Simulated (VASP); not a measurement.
# Ru4C in VASP: relaxation of the atoms with LDA

Aim: the relaxation of the atoms of Ru4C with LDA.

Program: VASP 6.6.1. These are calculated values, not measurements. Logs are shortened: lines on timing, memory, paths and dates and some standing lists are left out, and cuts for length are marked.

### Step 1. The cell of the first run

The cell holds a slab with vacuum, 5 atoms: a = 2.674 Å, b = 2.674 Å, c = 21.762 Å, α = 90.00°, β = 90.00°, γ = 120.00°.

### Step 2. Relaxation of the atoms, LDA

Contents of INCAR:

```
ALGO = Fast
DIPOL = 0.5 0.5 0.372
EDIFF = 1E-6
EDIFFG = -0.025
ENCUT = 520
IBRION = 2
IDIPOL = 3
ISIF = 2
ISMEAR = 0
LASPH = True
LCHARG = False
LDIPOL = True
LREAL = False
LWAVE = False
NELM = 100
NSW = 36
PREC = Accurate
SIGMA = 0.1
```

Contents of KPOINTS:

```
k-points
0
Gamma
  12 12 1
```

Contents of POSCAR:

```
Ru4C
1.0
    2.6740588508      0.0000000000      0.0000000000
   -1.3370294254      2.3158028960      0.0000000000
    0.0000000000      0.0000000000     21.7622039047
Ru C
4 1
Selective dynamics
Direct
    0.6666666667      0.3333333333      0.1838049132  F F F
    0.3333333333      0.6666666667      0.2809173428  F F F
    0.6666666667      0.3333333333      0.3776317450  F F F
    0.3333333333      0.6666666667      0.4715608745  F F F
    0.6666666667      0.8333333333      0.5450828398  F F T
```

Potentials or basis: VASP PAW LDA potentials, release 64 (Ru_pv, C).

The run is started by

```sh
> cat potpaw_LDA.64/Ru_pv/POTCAR potpaw_LDA.64/C/POTCAR > POTCAR
> mpirun -np 1 vasp_std > vasp.out
```

OUTCAR:

```text
EDIFF = 1E-6
   EDIFFG = -0.025
   ENCUT = 520
   IBRION = 2
   ISIF = 2
   ISMEAR = 0
   LASPH = True
   LREAL = False
   NELM = 100
   NSW = 36
   PREC = Accurate

 ion  position               nearest neighbor table
   1  0.667  0.333  0.184-   2 2.62   2 2.62   2 2.62
   2  0.333  0.667  0.281-   3 2.61   3 2.61   3 2.61   1 2.62   1 2.62   1 2.62
   3  0.667  0.333  0.378-   4 2.56   4 2.56   4 2.56   2 2.61   2 2.61   2 2.61
   4  0.333  0.667  0.472-   5 1.78   3 2.56   3 2.56   3 2.56   5 2.59   5 2.59
   5  0.667  0.833  0.545-   4 1.78   4 2.59   4 2.59

  LATTYP: Found a hexagonal cell.
 ALAT       =     2.6740588508
 C/A-ratio  =     8.1382666272

  Lattice vectors:

 A1 = (   2.6740588508,   0.0000000000,   0.0000000000)
 A2 = (  -1.3370294254,   2.3158028960,   0.0000000000)
 A3 = (   0.0000000000,   0.0000000000,  21.7622039047)

Analysis of symmetry for initial positions (statically):
=====================================================================
 Subroutine PRICEL returns:
 Original cell was already a primitive cell.

 Routine SETGRP: Setting up the symmetry group for a
 hexagonal supercell.

 Subroutine GETGRP returns: Found  2 space group operations
 (whereof  2 operations were pure point group operations)
 out of a pool of 24 trial point group operations.

The static configuration has the point symmetry C_1h.

Analysis of symmetry for dynamics (positions and initial velocities):
=====================================================================
 Subroutine PRICEL returns:
 Original cell was already a primitive cell.

 Routine SETGRP: Setting up the symmetry group for a
 hexagonal supercell.

 Subroutine GETGRP returns: Found  2 space group operations
 (whereof  2 operations were pure point group operations)
 out of a pool of 24 trial point group operations.

The dynamic configuration has the point symmetry C_1h.

Analysis of constrained symmetry for selective dynamics:
=====================================================================
 Subroutine PRICEL returns:
 Original cell was already a primitive cell.

 Routine SETGRP: Setting up the symmetry group for a
 hexagonal supercell.

 Subroutine GETGRP returns: Found  2 space group operations
 (whereof  2 operations were pure point group operations)
 out of a pool of 24 trial point group operations.

The constrained configuration has the point symmetry C_1h.

 Subroutine INISYM returns: Found  2 space group operations
 (whereof  2 operations are pure point group operations),
 and found     1 'primitive' translations

----------------------------------------------------------------------------------------

                                     Primitive cell

  volume of cell :     134.7645

  direct lattice vectors                    reciprocal lattice vectors
     2.674058851  0.000000000  0.000000000     0.373963348  0.215907840  0.000000000
    -1.337029425  2.315802896  0.000000000     0.000000000  0.431815679  0.000000000
     0.000000000  0.000000000 21.762203905     0.000000000  0.000000000  0.045951228

  length of vectors
     2.674058851  2.674058851 21.762203905     0.431815679  0.431815679  0.045951228

  position of ions in fractional coordinates (direct lattice)
     0.666666667  0.333333333  0.183804913
     0.333333333  0.666666667  0.280917343
     0.666666667  0.333333333  0.377631745
     0.333333333  0.666666667  0.471560874
     0.666666667  0.833333333  0.545082840

  ion indices of the primitive-cell ions
   primitive index   ion index
                 1           1
                 2           2
                 3           3
                 4           4
                 5           5

----------------------------------------------------------------------------------------

 KPOINTS: k-points

Automatic generation of k-mesh.
 Grid dimensions read from file:
 generate k-points for:   12   12    1

 Generating k-lattice:

  Cartesian coordinates                     Fractional coordinates (reciprocal lattice)
     0.031163612  0.017992320  0.000000000     0.083333333  0.000000000  0.000000000
     0.000000000  0.035984640  0.000000000     0.000000000  0.083333333  0.000000000
     0.000000000  0.000000000  0.045951228     0.000000000  0.000000000  1.000000000

  Length of vectors
     0.035984640  0.035984640  0.045951228

  Shift w.r.t. Gamma in fractional coordinates (k-lattice)
     0.000000000  0.000000000  0.000000000

 Subroutine IBZKPT returns following result:
 ===========================================

 Found     43 irreducible k-points:

 Following reciprocal coordinates:
            Coordinates               Weight
  0.000000  0.000000  0.000000      1.000000
  0.083333  0.000000  0.000000      2.000000
  0.000000  0.083333  0.000000      4.000000
  0.166667  0.000000  0.000000      2.000000
  0.000000  0.166667  0.000000      4.000000
  0.250000  0.000000  0.000000      2.000000
[... 16 lines left out ...]
 -0.083333  0.416667  0.000000      4.000000
 -0.416667  0.333333  0.000000      4.000000
 [... further k-points ...]
   k-points           NKPTS =     43   k-points in BZ     NKDIM =     43   number of bands    NBANDS=     36
   number of dos      NEDOS =    301   number of ions     NIONS =      5
   total plane-waves  NPLWV =  64800
   dimension x,y,z NGX =    20 NGY =   20 NGZ =  162
   dimension x,y,z NGXF=    40 NGYF=   40 NGZF=  324
   ions per type =               4   1
   NGX,Y,Z   is equivalent  to a cutoff of  12.43, 12.43, 12.38 a.u.
   NGXF,Y,Z  is equivalent  to a cutoff of  24.87, 24.87, 24.75 a.u.
 SYSTEM =  unknown system
   PREC   = accura    normal or accurate (medium, high low for compatibility)
   ISTART =      0    job   : 0-new  1-cont  2-samecut
   ICHARG =      2    charge: 1-file 2-atom 10-const
   ISPIN  =      1    spin polarized calculation?
   LNONCOLLINEAR =      F non collinear calculations
   LSORBIT =      F    spin-orbit coupling
   LASPH  =      T    aspherical Exc in radial PAW
   ENCUT  =  520.0 eV  38.22 Ry    6.18 a.u.   4.97  4.97 40.46*2*pi/ulx,y,z
   NELM   =    100;   NELMIN=  2; NELMDL= -5     # of ELM steps
   EDIFF  = 0.1E-05   stopping-criterion for ELM
   LREAL  =      F    real-space projection
   EDIFFG = -.3E-01   stopping-criterion for IOM
   NSW    =     36    number of steps for IOM
   IBRION =      2    ionic relax: 0-MD 1-quasi-New 2-CG
   NFREE  =      1    steps in history (QN), initial steepest desc. (CG)
   ISIF   =      2    stress and relaxation
   ISYM   =      2    0-nonsym 1-usesym 2-fastsym
   POTIM  = 0.5000    time-step for ionic-motion
   TEBEG  =    0.0;   TEEND  =   0.0 temperature during run
   PSTRESS=    0.0 pullay stress
   NELECT =      60.0000    total number of electrons
   NUPDOWN=      -1.0000    fix difference up-down
   EMIN   =  10.00;   EMAX   =-10.00  energy-range for DOS
   EFERMI =   0.00;   METHOD = LEGACY
   ISMEAR =     0;   SIGMA  =   0.10  broadening in eV -4-tet -1-fermi 0-gaus
   EFERMI_NEDOS =   21; number of points for ismear=-14 and -15
   IALGO  =     68    algorithm
   IMIX   =      4    mixing-type and parameters
     AMIX     =   0.40;   BMIX     =  1.00
     AMIX_MAG =   1.60;   BMIX_MAG =  1.00
  volume/ion in A,a.u.               =      26.95       181.89
  Fermi-wavevector in a.u.,A,eV,Ry     =   1.250067  2.362285 21.261397  1.562669
  Thomas-Fermi vector in A             =   2.384079
   LORBIT       =      0    0 simple, 1 ext, 2 COOP (PROOUT), +10 PAW based schemes
   GGA     = CA    functional components
   LHFCALC =     F    Hartree Fock is set to
   AEXX    =    0.0000 exact exchange contribution
   IVDW    =     0    specifies the selected vdW correction
   LEPSILON=     F    determine dielectric tensor
   LRPA    =     F    only Hartree local field effects (RPA)
 conjugate gradient relaxation of ions
 non-spin polarized calculation
 RMM-DIIS sequential band-by-band and
 Gauss-broadening in eV      SIGMA  =   0.10
  energy-cutoff  :      520.00
  volume of cell :      134.76
 maximum number of plane-waves:      3677
   NGX =  9   NGY =  9   NGZ = 81

 dipolmoment           0.000000      0.000000     -0.223434 electrons x Angstroem

--------------------------------------- Ionic step        1  -------------------------------------------

 number of electron      59.9999999 magnetization

 Free energy of the ion-electron system (eV)
  ---------------------------------------------------
  ext. energy  EPLUGINS =         0.00000000
  ---------------------------------------------------
  free energy    TOTEN  =       -47.28924854 eV

  energy without entropy =      -47.27532351  energy(sigma->0) =      -47.28228603

------------------------ aborting loop because EDIFF is reached ----------------------------------------

  FORCE on cell =-STRESS in cart. coord.  units (eV):
  Direction    XX          YY          ZZ          XY          YZ          ZX
  --------------------------------------------------------------------------------------
  -------------------------------------------------------------------------------------
  Total        0.5722315      0.3263486      1.5334646      0.2129409      1.2196609      2.1125142
  in kB        6.8031014      3.8798679     18.2309333      2.5315945     14.5002093     25.1150933
  external PRESSURE =       9.6379675 kB  Pullay stress =       0.0000000 kB
[... 63 lines left out ...]
  energy  without entropy=      -47.2783898876  energy(sigma->0) =      -47.28522992

--------------------------------------- Ionic step        3  -------------------------------------------

 number of electron      59.9999999 magnetization

 dipolmoment           0.000000      0.000000      0.055265 electrons x Angstroem

 Free energy of the ion-electron system (eV)
  ---------------------------------------------------
  ext. energy  EPLUGINS =         0.00000000
  ---------------------------------------------------
  free energy    TOTEN  =       -47.29209587 eV

  energy without entropy =      -47.27843840  energy(sigma->0) =      -47.28526714

 E-fermi :   2.1077     XC(G=0):  -7.2599

 val. band max:        2.0835328159   @ k =   0.3333   0.0000   0.0000
 cond. band min:       2.1431059430   @ k =  -0.0833   0.4167   0.0000
 fundamental gap:      0.0595731272
 Fermi energy:         2.1076739458

 k-point     1 :       0.0000    0.0000    0.0000
  band No.  band energies     occupation
      1     -41.6504      2.00000
      2     -41.2606      2.00000
      3     -40.7173      2.00000
      4     -40.5550      2.00000
      5     -40.5500      2.00000
      6     -40.5202      2.00000
[... 925 lines left out ...]
     35       4.1645      0.00000
     36       4.4366      0.00000

 [... further k-points ...]

------------------------ aborting loop because EDIFF is reached ----------------------------------------

 vacuum level on the upper side and lower side of the slab       (xc-potential included)         0.678        -0.797

  FORCE on cell =-STRESS in cart. coord.  units (eV):
  Direction    XX          YY          ZZ          XY          YZ          ZX
  --------------------------------------------------------------------------------------
  -------------------------------------------------------------------------------------
  Total        0.8435402      0.5261212      2.1526777      0.2748929      1.3322299      2.3074891
  in kB       10.0286143      6.2549083     25.5925858      3.2681253     15.8385099     27.4330953
  external PRESSURE =      13.9587028 kB  Pullay stress =       0.0000000 kB

 VOLUME and BASIS-vectors are now :
 -----------------------------------------------------------------------------
  energy-cutoff  :      520.00
  volume of cell :      134.76
      direct lattice vectors                 reciprocal lattice vectors
     2.674058851  0.000000000  0.000000000     0.373963348  0.215907840  0.000000000
    -1.337029425  2.315802896  0.000000000     0.000000000  0.431815679  0.000000000
     0.000000000  0.000000000 21.762203905     0.000000000  0.000000000  0.045951228
[... 11 lines left out ...]
  FREE ENERGIE OF THE ION-ELECTRON SYSTEM (eV)
  ---------------------------------------------------
  free  energy   TOTEN  =       -47.2920958731 eV

  energy  without entropy=      -47.2784383990  energy(sigma->0) =      -47.28526714

 reached required accuracy - stopping structural energy minimisation

 vacuum level on the upper side and lower side of the slab         9.068         7.572
```

Run time: 11 min. Hardware: 1 thread of Oxide Virtual Turin-like, shared host; peak memory 0.27 GiB.

Results:

| Quantity | Value |
| --- | --- |
| Free energy | -47.2921 eV |
| Energy gained by relaxing | 0.6 meV/atom |
| Ionic steps | 3 |
| Band gap on the k mesh | zero (bands 30 and 31 overlap by 2.64 eV) |

The path:
```
step  energy change (eV)  largest force on free atoms (eV/Å)  pressure (GPa)
   1              0.0000                              0.3256            0.96
   2             -0.0028                              0.0303            1.35
   3             -0.0028                              0.0004            1.40
```

Final structure:
```xyz
5
Lattice="2.6741 0.0000 0.0000 -1.3370 2.3158 0.0000 0.0000 0.0000 21.7622" Properties=species:S:1:pos:R:3 pbc="T T T"
Ru    1.3370    0.7719    4.0000
Ru    0.0000    1.5439    6.1134
Ru    1.3370    0.7719    8.2181
Ru    0.0000    1.5439   10.2622
C     0.6685    1.9298   11.8449
```

Levels at points of the mesh, in eV from the Fermi level:
| k point | band 27 | band 28 | band 29 | band 30 | band 31 | band 32 |
| --- | --- | --- | --- | --- | --- | --- |
| (0.00, 0.00, 0.00) | -2.12 | -1.96 | -1.34 | -1.18 | -0.73 | -0.22 |
| (0.50, 0.00, 0.00) | -0.52 | -0.22 | 0.96 | 1.49 | 1.57 | 1.62 |
| (0.00, 0.50, 0.00) | -0.41 | 0.57 | 1.13 | 1.28 | 1.42 | 1.56 |
